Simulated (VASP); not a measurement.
# Ge (P6_3/mmc) in VASP: a series of runs

The runs below take Ge through single point, with r2SCAN.

All numbers are computed with VASP 6.6.1; they aren't measurements. Logs are shortened: lines on timing, memory, paths and dates and some standing lists are left out, and cuts for length are marked.

### Step 1. The cell of the first run

It takes space group P6_3/mmc (No. 194, hexagonal). Conventional cell: a = 3.958 Å, b = 3.958 Å, c = 6.527 Å, α = 90.00°, β = 90.00°, γ = 120.00°. Within 3.2 Å of Ge (site symmetry 3m) lie 4 Ge at 2.43 to 2.44 Å.

This isn't the form of Ge at room conditions, which is diamond.

### Step 2. Single point, r2SCAN (strain -1.0%)

POSCAR reads:

```
Ge
1.0
    3.9576390590      0.0000000000      0.0000000000
   -1.9788195295      3.4274159641      0.0000000000
    0.0000000000      0.0000000000      6.5268913202
Ge
4
Direct
    0.3333333333      0.6666666667      0.0004168366
    0.6666666667      0.3333333333      0.5004168366
    0.3333333333      0.6666666667      0.3745831634
    0.6666666667      0.3333333333      0.8745831634
```

INCAR.step1 reads:

```
SYSTEM = Ge
PREC     = Accurate       ! precision mode
ENCUT    = 520            ! plane-wave cutoff, eV
ISMEAR   = -1             ! smearing method
SIGMA    = 0.02           ! smearing width, eV
LREAL    = .False.        ! projectors in reciprocal space
LASPH    = .True.         ! aspherical terms in the spheres
NELM     = 60             ! most SCF steps
NBANDS   = 36             ! bands
GGA      = PE             ! functional
ALGO     = Normal         ! electronic algorithm
EDIFF    = 1E-4           ! SCF threshold, eV
LWAVE    = .True.         ! write WAVECAR
LCHARG   = .False.        ! write CHGCAR
```

INCAR.step2 reads:

```
SYSTEM = Ge
PREC     = Accurate       ! precision mode
ENCUT    = 520            ! plane-wave cutoff, eV
EDIFF    = 1E-6           ! SCF threshold, eV
ISMEAR   = -1             ! smearing method
SIGMA    = 0.02           ! smearing width, eV
LREAL    = .False.        ! projectors in reciprocal space
LASPH    = .True.         ! aspherical terms in the spheres
NELM     = 60             ! most SCF steps
ALGO     = Normal         ! electronic algorithm
ISIF     = 2              ! what is computed and relaxed
LWAVE    = .False.        ! write WAVECAR
LCHARG   = .False.        ! write CHGCAR
METAGGA  = R2SCAN         ! meta-GGA
LMIXTAU  = .True.       
NBANDS   = 36             ! bands
ISTART   = 1
```

KPOINTS reads:

```
Automatic mesh
0
Gamma
  12 12 4
  0 0 0
```

Potentials or basis: VASP PAW PBE potentials, release 64 (Ge_d).

On the command line:

```
> cat potpaw_PBE.64/Ge_d/POTCAR > POTCAR
> cp INCAR.step1 INCAR
> mpirun -np 1 vasp_std > vasp.out
> cp INCAR.step2 INCAR
> mpirun -np 1 vasp_std > vasp.out
```

OUTCAR:

```text
SYSTEM = Ge
   PREC = Accurate
   ENCUT = 520
   EDIFF = 1E-6
   ISMEAR = -1
   LREAL = .False.
   LASPH = .True.
   NELM = 60
   ISIF = 2
   METAGGA = R2SCAN
   ISTART = 1

 ion  position               nearest neighbor table
   1  0.333  0.667  0.000-   4 2.43   4 2.43   4 2.43   3 2.44
   2  0.667  0.333  0.500-   3 2.43   3 2.43   3 2.43   4 2.44
   3  0.333  0.667  0.375-   2 2.43   2 2.43   2 2.43   1 2.44
   4  0.667  0.333  0.875-   1 2.43   1 2.43   1 2.43   2 2.44

  LATTYP: Found a hexagonal cell.
 ALAT       =     3.9576390590
 C/A-ratio  =     1.6491881202

  Lattice vectors:

 A1 = (   3.9576390590,   0.0000000000,   0.0000000000)
 A2 = (  -1.9788195295,   3.4274159641,   0.0000000000)
 A3 = (   0.0000000000,   0.0000000000,   6.5268913202)

Analysis of symmetry for initial positions (statically):
=====================================================================
 Subroutine PRICEL returns:
 Original cell was already a primitive cell.

 Routine SETGRP: Setting up the symmetry group for a
 hexagonal supercell.

 Subroutine GETGRP returns: Found 24 space group operations
 (whereof  6 operations were pure point group operations)
 out of a pool of 24 trial point group operations.

The static configuration has the point symmetry C_3v.
 The point group associated with its full space group is D_6h.

Analysis of symmetry for dynamics (positions and initial velocities):
=====================================================================
 Subroutine PRICEL returns:
 Original cell was already a primitive cell.

 Routine SETGRP: Setting up the symmetry group for a
 hexagonal supercell.

 Subroutine GETGRP returns: Found 24 space group operations
 (whereof  6 operations were pure point group operations)
 out of a pool of 24 trial point group operations.

The dynamic configuration has the point symmetry C_3v.
 The point group associated with its full space group is D_6h.

 Subroutine INISYM returns: Found 24 space group operations
 (whereof  6 operations are pure point group operations),
 and found     1 'primitive' translations

[... 92 lines left out ...]
   ISPIN  =      1    spin polarized calculation?
   LNONCOLLINEAR =      F non collinear calculations
   LSORBIT =      F    spin-orbit coupling
   LASPH  =      T    aspherical Exc in radial PAW
   ENCUT  =  520.0 eV  38.22 Ry    6.18 a.u.   7.36  7.36 12.14*2*pi/ulx,y,z
   NELM   =     60;   NELMIN=  2; NELMDL=  0     # of ELM steps
   EDIFF  = 0.1E-05   stopping-criterion for ELM
   LREAL  =      F    real-space projection
   EDIFFG = 0.1E-04   stopping-criterion for IOM
   NSW    =      0    number of steps for IOM
   IBRION =     -1    ionic relax: 0-MD 1-quasi-New 2-CG
   NFREE  =      0    steps in history (QN), initial steepest desc. (CG)
   ISIF   =      2    stress and relaxation
   ISYM   =      2    0-nonsym 1-usesym 2-fastsym
   POTIM  = 0.5000    time-step for ionic-motion
   TEBEG  =    0.0;   TEEND  =   0.0 temperature during run
   PSTRESS=    0.0 pullay stress
   NELECT =      56.0000    total number of electrons
   NUPDOWN=      -1.0000    fix difference up-down
   EMIN   =  10.00;   EMAX   =-10.00  energy-range for DOS
   EFERMI =   0.00;   METHOD = LEGACY
   ISMEAR =    -1;   SIGMA  =   0.02  broadening in eV -4-tet -1-fermi 0-gaus
   EFERMI_NEDOS =   21; number of points for ismear=-14 and -15
   IALGO  =     38    algorithm
   IMIX   =      4    mixing-type and parameters
     AMIX     =   0.40;   BMIX     =  1.00
     AMIX_MAG =   1.60;   BMIX_MAG =  1.00
  volume/ion in A,a.u.               =      22.13       149.36
  Fermi-wavevector in a.u.,A,eV,Ry     =   1.405296  2.655624 26.869547  1.974856
  Thomas-Fermi vector in A             =   2.527771
   LORBIT       =      0    0 simple, 1 ext, 2 COOP (PROOUT), +10 PAW based schemes
   METAGGA = R2SCAN    functional components
   LHFCALC =     F    Hartree Fock is set to
   AEXX    =    0.0000 exact exchange contribution
   IVDW    =     0    specifies the selected vdW correction
   LEPSILON=     F    determine dielectric tensor
   LRPA    =     F    only Hartree local field effects (RPA)
 non-spin polarized calculation
  energy-cutoff  :      520.00
  volume of cell :       88.53
 maximum number of plane-waves:      2416
 NGX is ok and might be reduce to    30
   NGX = 15   NGY = 15   NGZ = 25

 number of electron      56.0000043 magnetization

 Free energy of the ion-electron system (eV)
  ---------------------------------------------------
  ext. energy  EPLUGINS =         0.00000000
  ---------------------------------------------------
  free energy    TOTEN  =       -55.39735661 eV

  energy without entropy =      -55.39732879  energy(sigma->0) =      -55.39734270

 E-fermi :   5.2894     XC(G=0): -10.9336

 val. band max:        5.2141152538   @ k =   0.0000   0.0000   0.0000
 cond. band min:       5.3503987586   @ k =   0.0000   0.0000   0.0000
 fundamental gap:      0.1362835048
 Fermi energy:         5.2894018438

 k-point     1 :       0.0000    0.0000    0.0000
  band No.  band energies     occupation
      1     -20.5437      2.00000
      2     -20.5437      2.00000
      3     -20.5023      2.00000
      4     -20.4997      2.00000
      5     -20.4997      2.00000
      6     -20.4881      2.00000
[... 925 lines left out ...]
     35      12.8960      0.00000
     36      12.9460      0.00000

 [... further k-points ...]

------------------------ aborting loop because EDIFF is reached ----------------------------------------

  FORCE on cell =-STRESS in cart. coord.  units (eV):
  Direction    XX          YY          ZZ          XY          YZ          ZX
  --------------------------------------------------------------------------------------
  -------------------------------------------------------------------------------------
  Total        1.2518030      1.2518030      1.4211214      0.0000000      0.0000000      0.0000000
  in kB       22.6535982     22.6535982     25.7177147      0.0000000      0.0000000      0.0000000
  external PRESSURE =      23.6749703 kB  Pullay stress =       0.0000000 kB

 VOLUME and BASIS-vectors are now :
 -----------------------------------------------------------------------------
  energy-cutoff  :      520.00
  volume of cell :       88.53
      direct lattice vectors                 reciprocal lattice vectors
     3.957639059  0.000000000  0.000000000     0.252675897  0.145882497  0.000000000
    -1.978819529  3.427415964  0.000000000     0.000000000  0.291764995  0.000000000
     0.000000000  0.000000000  6.526891320     0.000000000  0.000000000  0.153212295

 POSITION                                       TOTAL-FORCE (eV/Angst)
 -----------------------------------------------------------------------------------
     -0.00000      2.28494      0.00272        -0.000000     -0.000000      0.005824
      1.97882      1.14247      3.26617         0.000000      0.000000      0.005824
     -0.00000      2.28494      2.44486        -0.000000      0.000000     -0.005824
      1.97882      1.14247      5.70831         0.000000     -0.000000     -0.005824
 -----------------------------------------------------------------------------------
    total drift:                               -0.000000     -0.000000      0.001407

  FREE ENERGIE OF THE ION-ELECTRON SYSTEM (eV)
  ---------------------------------------------------
  free  energy   TOTEN  =       -55.3973566058 eV

  energy  without entropy=      -55.3973287920  energy(sigma->0) =      -55.39734270
```

OUTCAR.step1:

```text
SYSTEM = Ge
   PREC = Accurate
   ENCUT = 520
   ISMEAR = -1
   LREAL = .False.
   LASPH = .True.
   NELM = 60
[... 1166 lines left out ...]
      1.97882      1.14247      3.26617        -0.000000      0.000000      0.008026
     -0.00000      2.28494      2.44486         0.000000      0.000000     -0.008026
      1.97882      1.14247      5.70831        -0.000000     -0.000000     -0.008026
 -----------------------------------------------------------------------------------
    total drift:                               -0.000000     -0.000000      0.000305

  FREE ENERGIE OF THE ION-ELECTRON SYSTEM (eV)
  ---------------------------------------------------
  free  energy   TOTEN  =       -17.8968146985 eV

  energy  without entropy=      -17.8967025412  energy(sigma->0) =      -17.89675862
```

Wall time 9.8 min (1 thread of Intel Xeon Platinum 8259CL at 2.50GHz (Skylake/Cascade Lake), shared host); peak memory 0.29 GiB.

What came out:

```
Free energy            : -55.3974 eV
Pressure               : 2.4 GPa
Largest force          : 0.006 eV/Å
Band gap on the k mesh : 0.14 eV
```

Forces in eV/Å, atoms in the order of the input:
```
Ge   0.000  0.000  0.006
Ge   0.000  0.000  0.006
Ge   0.000  0.000 -0.006
Ge   0.000  0.000 -0.006
```

Stress tensor (GPa, compression positive):
```
2.27 0.00 0.00
0.00 2.27 0.00
0.00 0.00 2.57
```

Levels at points of the mesh, in eV from the valence-band top:
```csv
k point,band 24,band 25,band 26,band 27,band 28,band 29,band 30,band 31,band 32,band 33
"(0.00, 0.00, 0.00)",-1.75,-1.75,-0.31,0.00,0.00,0.14,0.54,2.28,2.28,2.84
"(0.50, 0.00, 0.00)",-7.18,-5.05,-3.47,-3.15,-1.71,0.58,1.92,3.71,3.84,4.55
"(0.00, 0.00, 0.50)",-5.11,-1.07,-1.07,-1.07,-1.07,0.94,0.94,3.48,3.48,3.48
"(0.50, 0.00, 0.50)",-8.40,-2.86,-2.86,-2.75,-2.75,0.64,0.64,2.24,2.24,6.45
```

Caveat: the cell differs from its parent crystal (strain -1.0%); the PAW data sets were made with another functional, which shifts forces and pressure a little.

### Step 3. Single point, r2SCAN

This run uses another cell than the first one, of 22.81 Å³/atom.

POSCAR reads:

```
Ge
1.0
    3.9976152111      0.0000000000      0.0000000000
   -1.9988076055      3.4620363274      0.0000000000
    0.0000000000      0.0000000000      6.5928195154
Ge
4
Direct
    0.3333333333      0.6666666667      0.0003695990
    0.6666666667      0.3333333333      0.5003695990
    0.3333333333      0.6666666667      0.3746304010
    0.6666666667      0.3333333333      0.8746304010
```

INCAR.step1 reads:

```
SYSTEM = Ge
PREC = Accurate
ENCUT = 520
ISMEAR = -1
SIGMA = 0.02
LREAL = .FALSE.
LASPH = .TRUE.
NELM = 80
NBANDS = 36
GGA = PE
ALGO = Normal
EDIFF = 1E-4
LWAVE = .TRUE.
LCHARG = .FALSE.
```

INCAR.step2 reads:

```
SYSTEM = Ge
PREC = Accurate
ENCUT = 520
EDIFF = 1E-7
ISMEAR = -1
SIGMA = 0.02
LREAL = .FALSE.
LASPH = .TRUE.
NELM = 80
ALGO = Normal
ISIF = 2
LWAVE = .FALSE.
LCHARG = .FALSE.
METAGGA = R2SCAN
LMIXTAU = .TRUE.
NBANDS = 36
ISTART = 1
```

KPOINTS reads:

```
regular mesh
0
G
  12 12 4
  0 0 0
```

Potentials or basis: VASP PAW PBE potentials, release 64 (Ge_d).

On the command line:

```
> cat potpaw_PBE.64/Ge_d/POTCAR > POTCAR
> cp INCAR.step1 INCAR
> mpirun -np 1 vasp_std > vasp.out
> cp INCAR.step2 INCAR
> mpirun -np 1 vasp_std > vasp.out
```

OUTCAR:

```text
SYSTEM = Ge
   PREC = Accurate
   ENCUT = 520
   EDIFF = 1E-7
   ISMEAR = -1
   LREAL = .FALSE.
   LASPH = .TRUE.
   NELM = 80
   ISIF = 2
   METAGGA = R2SCAN
   ISTART = 1

 ion  position               nearest neighbor table
   1  0.333  0.667  0.000-   4 2.45   4 2.45   4 2.45   3 2.47
   2  0.667  0.333  0.500-   3 2.45   3 2.45   3 2.45   4 2.47
   3  0.333  0.667  0.375-   2 2.45   2 2.45   2 2.45   1 2.47
   4  0.667  0.333  0.875-   1 2.45   1 2.45   1 2.45   2 2.47
[... 1137 lines left out ...]

  FORCE on cell =-STRESS in cart. coord.  units (eV):
  Direction    XX          YY          ZZ          XY          YZ          ZX
  --------------------------------------------------------------------------------------
  -------------------------------------------------------------------------------------
  Total        0.0096290      0.0096290      0.1328186      0.0000000     -0.0000000      0.0000000
  in kB        0.1690791      0.1690791      2.3321997      0.0000000     -0.0000000      0.0000000
  external PRESSURE =       0.8901193 kB  Pullay stress =       0.0000000 kB

 VOLUME and BASIS-vectors are now :
 -----------------------------------------------------------------------------
  energy-cutoff  :      520.00
  volume of cell :       91.24
      direct lattice vectors                 reciprocal lattice vectors
     3.997615211  0.000000000  0.000000000     0.250149138  0.144423672  0.000000000
    -1.998807605  3.462036327  0.000000000     0.000000000  0.288847345  0.000000000
     0.000000000  0.000000000  6.592819515     0.000000000  0.000000000  0.151680172

 POSITION                                       TOTAL-FORCE (eV/Angst)
 -----------------------------------------------------------------------------------
     -0.00000      2.30802      0.00244        -0.000000      0.000000      0.004357
      1.99881      1.15401      3.29885         0.000000      0.000000      0.004357
     -0.00000      2.30802      2.46987        -0.000000      0.000000     -0.004357
      1.99881      1.15401      5.76628         0.000000     -0.000000     -0.004357
 -----------------------------------------------------------------------------------
    total drift:                               -0.000000      0.000000      0.000300

  FREE ENERGIE OF THE ION-ELECTRON SYSTEM (eV)
  ---------------------------------------------------
  free  energy   TOTEN  =       -55.4190512497 eV

  energy  without entropy=      -55.4189557964  energy(sigma->0) =      -55.41900352
```

OUTCAR.step1:

```text
SYSTEM = Ge
   PREC = Accurate
   ENCUT = 520
   ISMEAR = -1
   LREAL = .FALSE.
   LASPH = .TRUE.
   NELM = 80
[... 1166 lines left out ...]
      1.99881      1.15401      3.29885         0.000000     -0.000000      0.010417
     -0.00000      2.30802      2.46987        -0.000000      0.000000     -0.010417
      1.99881      1.15401      5.76628         0.000000     -0.000000     -0.010417
 -----------------------------------------------------------------------------------
    total drift:                               -0.000000      0.000000      0.000412

  FREE ENERGIE OF THE ION-ELECTRON SYSTEM (eV)
  ---------------------------------------------------
  free  energy   TOTEN  =       -17.9661295285 eV

  energy  without entropy=      -17.9660435274  energy(sigma->0) =      -17.96608653
```

OSZICAR.step1:

```text
N       E                     dE             d eps       ncg     rms          rms(c)
DAV:   1     0.501009425844E+03    0.50101E+03   -0.28116E+04  4748   0.431E+03
DAV:   2     0.693313460929E+02   -0.43168E+03   -0.42072E+03  4104   0.827E+02
DAV:   3    -0.134425649454E+02   -0.82774E+02   -0.81625E+02  4488   0.208E+02
DAV:   4    -0.180456702263E+02   -0.46031E+01   -0.45885E+01  4800   0.572E+01
DAV:   5    -0.181395886298E+02   -0.93918E-01   -0.93892E-01  4604   0.920E+00    0.451E+00
DAV:   6    -0.180243897789E+02    0.11520E+00   -0.65377E-02  4536   0.199E+00    0.266E+00
DAV:   7    -0.179618156288E+02    0.62574E-01   -0.10273E-01  4456   0.222E+00    0.194E-01
DAV:   8    -0.179652668132E+02   -0.34512E-02   -0.12439E-02  4556   0.101E+00    0.865E-02
DAV:   9    -0.179660851806E+02   -0.81837E-03   -0.84426E-04  3564   0.129E-01    0.211E-02
DAV:  10    -0.179661295285E+02   -0.44348E-04   -0.79971E-05  3520   0.940E-02
   1 F= -.17966130E+02 E0= -.17966087E+02  d E =-.860011E-04
```

Run time: 9.9 min. Hardware: 1 thread of Intel Xeon Platinum 8259CL at 2.50GHz (Skylake/Cascade Lake), shared host; peak memory 0.29 GiB.

What came out:

| Property | Result |
| --- | --- |
| Free energy | -55.4191 eV |
| Pressure | 0.1 GPa |
| Largest force | 0.004 eV/Å |
| Band gap on the k mesh | 0.06 eV |

Forces on the atoms (eV/Å):
```
Ge   0.000  0.000  0.004
Ge   0.000  0.000  0.004
Ge   0.000  0.000 -0.004
Ge   0.000  0.000 -0.004
```

Levels at points of the mesh, in eV from the valence-band top:
| k point | band 24 | band 25 | band 26 | band 27 | band 28 | band 29 | band 30 | band 31 | band 32 | band 33 |
| --- | --- | --- | --- | --- | --- | --- | --- | --- | --- | --- |
| (0.00, 0.00, 0.00) | -1.69 | -1.69 | -0.29 | 0.00 | 0.00 | 0.06 | 0.26 | 2.29 | 2.29 | 2.81 |
| (0.50, 0.00, 0.00) | -7.09 | -4.87 | -3.34 | -3.02 | -1.65 | 0.62 | 1.83 | 3.72 | 3.84 | 4.49 |
| (0.00, 0.00, 0.50) | -5.05 | -1.03 | -1.03 | -1.03 | -1.03 | 0.84 | 0.84 | 3.46 | 3.46 | 3.46 |
| (0.50, 0.00, 0.50) | -8.27 | -2.77 | -2.77 | -2.66 | -2.66 | 0.63 | 0.63 | 2.27 | 2.27 | 6.36 |

Caveat: the PAW data sets were made with another functional, which shifts forces and pressure a little. A k mesh can miss the band edges.

[end of part 1 of 2]
